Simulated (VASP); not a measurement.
# SnTe (Fm-3m) in VASP: notebook

The runs below take SnTe through single point, with PBE.

Program: VASP 6.6.1. These are calculated values, not measurements. Logs are shortened: lines on timing, memory, paths and dates and some standing lists are left out, and cuts for length are marked.

## 1. The cell of the first run

It takes space group Fm-3m (No. 225, cubic). The conventional cell has a = 5.702 Å, b = 5.702 Å, c = 5.702 Å, α = 90.00°, β = 90.00°, γ = 90.00°. Te (site symmetry m-3m) has 6 Sn at 2.85 Å within 3.8 Å. Within 3.8 Å of Sn (site symmetry m-3m) lie 6 Te at 2.85 Å.

## 2. Single point, PBE

Input file INCAR:

```
  PREC = Accurate
  ENCUT = 520
  EDIFF = 1E-7
  ISMEAR = -1
  SIGMA = 0.05
  LREAL = F
  LASPH = T
  NELM = 60
  ALGO = Normal
  ISIF = 2
  LWAVE = F
  LCHARG = F
  GGA = PE
  NBANDS = 17
```

Input file KPOINTS:

```
regular mesh
0
Gamma
  7 7 7
```

Input file POSCAR:

```
SnTe
1.0
    0.0000000000      2.8510380680      2.8510380680
    2.8510380680      0.0000000000      2.8510380680
    2.8510380680      2.8510380680      0.0000000000
Te Sn
1 1
Direct
    0.5000000000      0.5000000000      0.5000000000
    0.0000000000      0.0000000000      0.0000000000
```

Potentials or basis: VASP PAW PBE potentials, release 64 (Te, Sn_d).

Run with:

```sh
> cat potpaw_PBE.64/Te/POTCAR potpaw_PBE.64/Sn_d/POTCAR > POTCAR
> mpirun -np 1 vasp_std > vasp.out
```

OUTCAR:

```text
PREC = Accurate
   ENCUT = 520
   EDIFF = 1E-7
   ISMEAR = -1
   LREAL = F
   LASPH = T
   NELM = 60
   ISIF = 2
   GGA = PE

 ion  position               nearest neighbor table
   1  0.500  0.500  0.500-   2 2.85   2 2.85   2 2.85   2 2.85   2 2.85   2 2.85
   2  0.000  0.000  0.000-   1 2.85   1 2.85   1 2.85   1 2.85   1 2.85   1 2.85

  LATTYP: Found a face centered cubic cell.
 ALAT       =     5.7020761360

  Lattice vectors:

 A1 = (   0.0000000000,   2.8510380680,   2.8510380680)
 A2 = (   2.8510380680,   0.0000000000,   2.8510380680)
 A3 = (   2.8510380680,   2.8510380680,   0.0000000000)

Analysis of symmetry for initial positions (statically):
=====================================================================
 Subroutine PRICEL returns:
 Original cell was already a primitive cell.

 Routine SETGRP: Setting up the symmetry group for a
 face centered cubic supercell.

 Subroutine GETGRP returns: Found 48 space group operations
 (whereof 48 operations were pure point group operations)
 out of a pool of 48 trial point group operations.

The static configuration has the point symmetry O_h .

Analysis of symmetry for dynamics (positions and initial velocities):
=====================================================================
 Subroutine PRICEL returns:
 Original cell was already a primitive cell.

 Routine SETGRP: Setting up the symmetry group for a
 face centered cubic supercell.

 Subroutine GETGRP returns: Found 48 space group operations
 (whereof 48 operations were pure point group operations)
 out of a pool of 48 trial point group operations.

The dynamic configuration has the point symmetry O_h .

 Subroutine INISYM returns: Found 48 space group operations
 (whereof 48 operations are pure point group operations),
 and found     1 'primitive' translations

----------------------------------------------------------------------------------------

                                     Primitive cell

  volume of cell :      46.3489

  direct lattice vectors                    reciprocal lattice vectors
     0.000000000  2.851038068  2.851038068    -0.175374719  0.175374719  0.175374719
     2.851038068  0.000000000  2.851038068     0.175374719 -0.175374719  0.175374719
     2.851038068  2.851038068  0.000000000     0.175374719  0.175374719 -0.175374719

  length of vectors
     4.031976703  4.031976703  4.031976703     0.303757924  0.303757924  0.303757924

  position of ions in fractional coordinates (direct lattice)
     0.500000000  0.500000000  0.500000000
     0.000000000  0.000000000  0.000000000

  ion indices of the primitive-cell ions
   primitive index   ion index
                 1           1
                 2           2

----------------------------------------------------------------------------------------

 KPOINTS: regular mesh

Automatic generation of k-mesh.
 Grid dimensions read from file:
 generate k-points for:    7    7    7

 Generating k-lattice:

  Cartesian coordinates                     Fractional coordinates (reciprocal lattice)
    -0.025053531  0.025053531  0.025053531     0.142857143  0.000000000  0.000000000
     0.025053531 -0.025053531  0.025053531     0.000000000  0.142857143  0.000000000
     0.025053531  0.025053531 -0.025053531     0.000000000  0.000000000  0.142857143

  Length of vectors
     0.043393989  0.043393989  0.043393989

  Shift w.r.t. Gamma in fractional coordinates (k-lattice)
     0.000000000  0.000000000  0.000000000

 Subroutine IBZKPT returns following result:
 ===========================================

 Found     20 irreducible k-points:

 Following reciprocal coordinates:
            Coordinates               Weight
  0.000000  0.000000  0.000000      1.000000
  0.142857  0.000000  0.000000      8.000000
  0.285714  0.000000  0.000000      8.000000
  0.428571  0.000000  0.000000      8.000000
  0.142857  0.142857  0.000000      6.000000
  0.285714  0.142857  0.000000     24.000000
[... 12 lines left out ...]
 -0.428571  0.428571  0.142857     24.000000
 -0.285714  0.428571  0.142857     24.000000
   k-points           NKPTS =     20   k-points in BZ     NKDIM =     20   number of bands    NBANDS=     17
   number of dos      NEDOS =    301   number of ions     NIONS =      2
   total plane-waves  NPLWV =  27000
   dimension x,y,z NGX =    30 NGY =   30 NGZ =   30
   dimension x,y,z NGXF=    60 NGYF=   60 NGZF=   60
   ions per type =               1   1
   NGX,Y,Z   is equivalent  to a cutoff of  12.37, 12.37, 12.37 a.u.
   NGXF,Y,Z  is equivalent  to a cutoff of  24.74, 24.74, 24.74 a.u.
 SYSTEM =  unknown system
   PREC   = accura    normal or accurate (medium, high low for compatibility)
   ISTART =      0    job   : 0-new  1-cont  2-samecut
   ICHARG =      2    charge: 1-file 2-atom 10-const
   ISPIN  =      1    spin polarized calculation?
   LNONCOLLINEAR =      F non collinear calculations
   LSORBIT =      F    spin-orbit coupling
   LASPH  =      T    aspherical Exc in radial PAW
   ENCUT  =  520.0 eV  38.22 Ry    6.18 a.u.   7.50  7.50  7.50*2*pi/ulx,y,z
   NELM   =     60;   NELMIN=  2; NELMDL= -5     # of ELM steps
   EDIFF  = 0.1E-06   stopping-criterion for ELM
   LREAL  =      F    real-space projection
   EDIFFG = 0.1E-05   stopping-criterion for IOM
   NSW    =      0    number of steps for IOM
   IBRION =     -1    ionic relax: 0-MD 1-quasi-New 2-CG
   NFREE  =      0    steps in history (QN), initial steepest desc. (CG)
   ISIF   =      2    stress and relaxation
   ISYM   =      2    0-nonsym 1-usesym 2-fastsym
   POTIM  = 0.5000    time-step for ionic-motion
   TEBEG  =    0.0;   TEEND  =   0.0 temperature during run
   PSTRESS=    0.0 pullay stress
   NELECT =      20.0000    total number of electrons
   NUPDOWN=      -1.0000    fix difference up-down
   EMIN   =  10.00;   EMAX   =-10.00  energy-range for DOS
   EFERMI =   0.00;   METHOD = LEGACY
   ISMEAR =    -1;   SIGMA  =   0.05  broadening in eV -4-tet -1-fermi 0-gaus
   EFERMI_NEDOS =   21; number of points for ismear=-14 and -15
   IALGO  =     38    algorithm
   IMIX   =      4    mixing-type and parameters
     AMIX     =   0.40;   BMIX     =  1.00
     AMIX_MAG =   1.60;   BMIX_MAG =  1.00
  volume/ion in A,a.u.               =      23.17       156.39
  Fermi-wavevector in a.u.,A,eV,Ry     =   1.237101  2.337782 20.822612  1.530419
  Thomas-Fermi vector in A             =   2.371682
   LORBIT       =      0    0 simple, 1 ext, 2 COOP (PROOUT), +10 PAW based schemes
   GGA     = PE    functional components
   LHFCALC =     F    Hartree Fock is set to
   AEXX    =    0.0000 exact exchange contribution
   IVDW    =     0    specifies the selected vdW correction
   LEPSILON=     F    determine dielectric tensor
   LRPA    =     F    only Hartree local field effects (RPA)
 non-spin polarized calculation
  energy-cutoff  :      520.00
  volume of cell :       46.35
 maximum number of plane-waves:      1267
 NGX is ok and might be reduce to    30
   NGX = 15   NGY = 15   NGZ = 15

 number of electron      19.9999994 magnetization

 Free energy of the ion-electron system (eV)
  ---------------------------------------------------
  ext. energy  EPLUGINS =         0.00000000
  ---------------------------------------------------
  free energy    TOTEN  =        -6.21914757 eV

  energy without entropy =       -6.21561875  energy(sigma->0) =       -6.21738316

 E-fermi :  11.2907     XC(G=0): -10.9138

 val. band max:       11.2387786892   @ k =   0.4286   0.0000   0.0000
 cond. band min:      11.5158261081   @ k =  -0.1429   0.1429   0.0000
 fundamental gap:      0.2770474189
 Fermi energy:        11.2906910585

 k-point     1 :       0.0000    0.0000    0.0000
  band No.  band energies     occupation
      1     -10.9877      2.00000
      2     -10.9877      2.00000
      3     -10.9552      2.00000
      4     -10.9552      2.00000
      5     -10.9552      2.00000
      6      -4.1805      2.00000
[... 9 lines left out ...]
     16      15.4469      0.00000
     17      17.0613      0.00000

 k-point     2 :       0.1429    0.0000    0.0000
  band No.  band energies     occupation
      1     -10.9918      2.00000
      2     -10.9918      2.00000
      3     -10.9549      2.00000
      4     -10.9514      2.00000
      5     -10.9514      2.00000
      6      -3.9246      2.00000
[... 9 lines left out ...]
     16      15.9926      0.00000
     17      18.9919      0.00000

 k-point     3 :       0.2857    0.0000    0.0000
  band No.  band energies     occupation
      1     -11.0023      2.00000
      2     -11.0023      2.00000
      3     -10.9542      2.00000
      4     -10.9413      2.00000
      5     -10.9413      2.00000
      6      -3.1912      2.00000
[... 9 lines left out ...]
     16      17.3984      0.00000
     17      22.5720      0.00000

 k-point     4 :       0.4286    0.0000    0.0000
  band No.  band energies     occupation
      1     -11.0112      2.00000
      2     -11.0112      2.00000
      3     -10.9539      2.00000
      4     -10.9327      2.00000
      5     -10.9327      2.00000
      6      -2.2235      2.00000
[... 9 lines left out ...]
     16      19.5052      0.00000
     17      22.4192      0.00000
[... 263 lines left out ...]
      1     -11.0337      2.00000
      2     -10.9985      2.00000
      3     -10.9498      2.00000
      4     -10.9379      2.00000
      5     -10.9256      2.00000
      6      -1.6863      2.00000
[... 9 lines left out ...]
     16      20.4041      0.00000
     17      22.2392      0.00000

 k-point    19 :      -0.4286    0.4286    0.1429
  band No.  band energies     occupation
      1     -11.0556      2.00000
      2     -10.9839      2.00000
      3     -10.9610      2.00000
      4     -10.9285      2.00000
      5     -10.9187      2.00000
      6      -1.3946      2.00000
[... 9 lines left out ...]
     16      21.9075      0.00000
     17      22.4120      0.00000

 k-point    20 :      -0.2857    0.4286    0.1429
  band No.  band energies     occupation
      1     -11.0464      2.00000
      2     -10.9934      2.00000
      3     -10.9499      2.00000
      4     -10.9390      2.00000
      5     -10.9189      2.00000
      6      -1.1813      2.00000
[... 9 lines left out ...]
     16      21.5116      0.00000
     17      22.7521      0.00000

------------------------ aborting loop because EDIFF is reached ----------------------------------------

  FORCE on cell =-STRESS in cart. coord.  units (eV):
  Direction    XX          YY          ZZ          XY          YZ          ZX
  --------------------------------------------------------------------------------------
  -------------------------------------------------------------------------------------
  Total        8.6854162      8.6854162      8.6854162      0.0000000      0.0000000     -0.0000000
  in kB      300.2355917    300.2355917    300.2355917      0.0000000      0.0000000     -0.0000000
  external PRESSURE =     300.2355917 kB  Pullay stress =       0.0000000 kB

 VOLUME and BASIS-vectors are now :
 -----------------------------------------------------------------------------
  energy-cutoff  :      520.00
  volume of cell :       46.35
      direct lattice vectors                 reciprocal lattice vectors
     0.000000000  2.851038068  2.851038068    -0.175374719  0.175374719  0.175374719
     2.851038068  0.000000000  2.851038068     0.175374719 -0.175374719  0.175374719
     2.851038068  2.851038068  0.000000000     0.175374719  0.175374719 -0.175374719

 POSITION                                       TOTAL-FORCE (eV/Angst)
 -----------------------------------------------------------------------------------
      2.85104      2.85104      2.85104         0.000000     -0.000000     -0.000000
      0.00000      0.00000      0.00000        -0.000000      0.000000      0.000000
 -----------------------------------------------------------------------------------
    total drift:                               -0.000000      0.000000      0.000000

  FREE ENERGIE OF THE ION-ELECTRON SYSTEM (eV)
  ---------------------------------------------------
  free  energy   TOTEN  =        -6.2191475683 eV

  energy  without entropy=       -6.2156187508  energy(sigma->0) =       -6.21738316
```

Run time: 33 s. Hardware: 1 thread of Intel Xeon 8259CL, shared host; peak memory 0.17 GiB.

What came out:

| Quantity | Value |
| --- | --- |
| Free energy | -6.2191 eV |
| Pressure | 30.0 GPa |

Caveat: this odd mesh misses L, where the gap lies, so gap, dielectric constants and Born charges aren't listed; spin-orbit coupling is left out, which moves the levels of the heavy elements.

## 3. Single point, PBE

This run uses another cell than the first one, of 25.10 Å³/atom, 1.083 times its volume.

Input file INCAR:

```
ALGO = Normal ; EDIFF = 1E-7
ENCUT = 520 ; GGA = PE
ISIF = 2 ; ISMEAR = -1
LASPH = True ; LCHARG = False
LREAL = False ; LWAVE = False
NBANDS = 17 ; NELM = 60
PREC = Accurate ; SIGMA = 0.05
```

Input file KPOINTS:

```
k-points
0
Gamma
  7 7 7
```

Input file POSCAR:

```
SnTe
1.0
    0.0000000000      2.9277844056      2.9277844056
    2.9277844056      0.0000000000      2.9277844056
    2.9277844056      2.9277844056      0.0000000000
Te Sn
1 1
Direct
    0.5000000000      0.5000000000      0.5000000000
    0.0000000000      0.0000000000      0.0000000000
```

Potentials or basis: VASP PAW PBE potentials, release 64 (Te, Sn_d).

Run with:

```sh
> cat potpaw_PBE.64/Te/POTCAR potpaw_PBE.64/Sn_d/POTCAR > POTCAR
> mpirun -np 1 vasp_std > vasp.out
```

OUTCAR:

```text
EDIFF = 1E-7
   ENCUT = 520
   GGA = PE
   ISIF = 2
   ISMEAR = -1
   LASPH = True
   LREAL = False
   NELM = 60
   PREC = Accurate

 ion  position               nearest neighbor table
   1  0.500  0.500  0.500-   2 2.93   2 2.93   2 2.93   2 2.93   2 2.93   2 2.93
   2  0.000  0.000  0.000-   1 2.93   1 2.93   1 2.93   1 2.93   1 2.93   1 2.93

  LATTYP: Found a face centered cubic cell.
 ALAT       =     5.8555688112

  Lattice vectors:

 A1 = (   0.0000000000,   2.9277844056,   2.9277844056)
 A2 = (   2.9277844056,   0.0000000000,   2.9277844056)
 A3 = (   2.9277844056,   2.9277844056,   0.0000000000)

Analysis of symmetry for initial positions (statically):
[... 33 lines left out ...]
                                     Primitive cell

  volume of cell :      50.1935

  direct lattice vectors                    reciprocal lattice vectors
     0.000000000  2.927784406  2.927784406    -0.170777602  0.170777602  0.170777602
     2.927784406  0.000000000  2.927784406     0.170777602 -0.170777602  0.170777602
     2.927784406  2.927784406  0.000000000     0.170777602  0.170777602 -0.170777602
[... 121 lines left out ...]
  ---------------------------------------------------
  free energy    TOTEN  =        -6.81106454 eV

  energy without entropy =       -6.80785647  energy(sigma->0) =       -6.80946050

 E-fermi :  10.0209     XC(G=0): -10.5235

 val. band max:        9.9221573723   @ k =  -0.1429   0.1429   0.0000
 cond. band min:      10.1288791808   @ k =   0.4286   0.0000   0.0000
 fundamental gap:      0.2067218085
 Fermi energy:        10.0208755955

 k-point     1 :       0.0000    0.0000    0.0000
  band No.  band energies     occupation
      1     -12.1082      2.00000
      2     -12.1082      2.00000
      3     -12.0846      2.00000
      4     -12.0846      2.00000
      5     -12.0846      2.00000
      6      -4.6508      2.00000
[... 377 lines left out ...]
      4     -12.0724      2.00000
      5     -12.0583      2.00000
      6      -2.0669      2.00000
[... 9 lines left out ...]
     16      20.1182      0.00000
     17      21.2575      0.00000

------------------------ aborting loop because EDIFF is reached ----------------------------------------

  FORCE on cell =-STRESS in cart. coord.  units (eV):
  Direction    XX          YY          ZZ          XY          YZ          ZX
  --------------------------------------------------------------------------------------
  -------------------------------------------------------------------------------------
  Total        6.2642460      6.2642460      6.2642460     -0.0000000     -0.0000000      0.0000000
  in kB      199.9549280    199.9549280    199.9549280     -0.0000000     -0.0000000      0.0000000
  external PRESSURE =     199.9549280 kB  Pullay stress =       0.0000000 kB

 VOLUME and BASIS-vectors are now :
 -----------------------------------------------------------------------------
  energy-cutoff  :      520.00
  volume of cell :       50.19
      direct lattice vectors                 reciprocal lattice vectors
     0.000000000  2.927784406  2.927784406    -0.170777602  0.170777602  0.170777602
     2.927784406  0.000000000  2.927784406     0.170777602 -0.170777602  0.170777602
     2.927784406  2.927784406  0.000000000     0.170777602  0.170777602 -0.170777602

 POSITION                                       TOTAL-FORCE (eV/Angst)
 -----------------------------------------------------------------------------------
      2.92778      2.92778      2.92778         0.000000      0.000000     -0.000000
      0.00000      0.00000      0.00000         0.000000      0.000000      0.000000
 -----------------------------------------------------------------------------------
    total drift:                                0.000000     -0.000000     -0.000000

  FREE ENERGIE OF THE ION-ELECTRON SYSTEM (eV)
  ---------------------------------------------------
  free  energy   TOTEN  =        -6.8110645385 eV

  energy  without entropy=       -6.8078564655  energy(sigma->0) =       -6.80946050
```

OSZICAR:

```text
N       E                     dE             d eps       ncg     rms          rms(c)
DAV:   1     0.127078530297E+03    0.12708E+03   -0.96580E+03   699   0.143E+03
DAV:   2     0.399216448747E+01   -0.12309E+03   -0.11952E+03   746   0.344E+02
DAV:   3    -0.654579816192E+01   -0.10538E+02   -0.10446E+02   895   0.880E+01
DAV:   4    -0.682322863656E+01   -0.27743E+00   -0.27715E+00   773   0.146E+01
DAV:   5    -0.683407543310E+01   -0.10847E-01   -0.10846E-01   988   0.283E+00    0.883E+00
DAV:   6    -0.681378751232E+01    0.20288E-01   -0.30560E-02   950   0.147E+00    0.545E+00
DAV:   7    -0.681173127196E+01    0.20562E-02   -0.25458E-02   866   0.105E+00    0.238E-01
DAV:   8    -0.681097841576E+01    0.75286E-03   -0.42106E-03   943   0.576E-01    0.186E-01
DAV:   9    -0.681106419879E+01   -0.85783E-04   -0.28685E-04   844   0.136E-01    0.830E-02
DAV:  10    -0.681106407152E+01    0.12727E-06   -0.80668E-06   884   0.352E-02    0.303E-02
DAV:  11    -0.681106516425E+01   -0.10927E-05   -0.56109E-06   740   0.162E-02    0.343E-02
DAV:  12    -0.681106440643E+01    0.75783E-06   -0.82251E-07   857   0.735E-03    0.352E-03
DAV:  13    -0.681106452245E+01   -0.11602E-06   -0.13021E-07   647   0.232E-03    0.627E-04
DAV:  14    -0.681106453853E+01   -0.16077E-07   -0.16280E-08   419   0.142E-03
   1 F= -.68110645E+01 E0= -.68094605E+01  d E =-.320807E-02
```

It took 34 s on 1 thread of Intel Xeon 8259CL, shared host; peak memory 0.18 GiB.

Results:

| Quantity | Value |
| --- | --- |
| Free energy | -6.8111 eV |
| Pressure | 20.0 GPa |

Caveat: this odd mesh misses L, where the gap lies, so gap, dielectric constants and Born charges aren't listed; spin-orbit coupling is left out, which moves the levels of the heavy elements.

## 4. Single point, PBE

This run uses another cell than the first one, of 27.75 Å³/atom, 1.197 times its volume.

Input file INCAR:

```
SYSTEM = SnTe
PREC = Accurate
ENCUT = 520
EDIFF = 1E-6
ISMEAR = -1
SIGMA = 0.05
LREAL = .FALSE.
LASPH = .TRUE.
NELM = 80
ALGO = Normal
ISIF = 2
LWAVE = .FALSE.
LCHARG = .FALSE.
GGA = PE
NBANDS = 17
```

Input file KPOINTS:

```
Automatic mesh
0
G
  7 7 7
  0 0 0
```

Input file POSCAR:

```
SnTe
1.0
    0.0000000000      3.0273442330      3.0273442330
    3.0273442330      0.0000000000      3.0273442330
    3.0273442330      3.0273442330      0.0000000000
Te Sn
1 1
Direct
    0.5000000000      0.5000000000      0.5000000000
    0.0000000000      0.0000000000      0.0000000000
```

Run with:

```sh
> cat potpaw_PBE.64/Te/POTCAR potpaw_PBE.64/Sn_d/POTCAR > POTCAR
> mpirun -np 1 vasp_std > vasp.out
```

It took 30 s on 1 thread of Intel Xeon 8259CL, shared host; peak memory 0.18 GiB.

It converged, with:

- Free energy: -7.2950 eV
- Pressure: 9.9 GPa

Levels at points of the mesh, in eV from the Fermi level:
| k point | band 8 | band 9 | band 10 | band 11 | band 12 | band 13 |
| --- | --- | --- | --- | --- | --- | --- |
| (0.00, 0.00, 0.00) | -2.52 | -2.52 | -2.52 | 3.57 | 3.57 | 3.57 |

Caveat: this odd mesh misses L, where the gap lies, so gap, dielectric constants and Born charges aren't listed; spin-orbit coupling is left out, which moves the levels of the heavy elements.

(Part 1 of 2 ends here.)
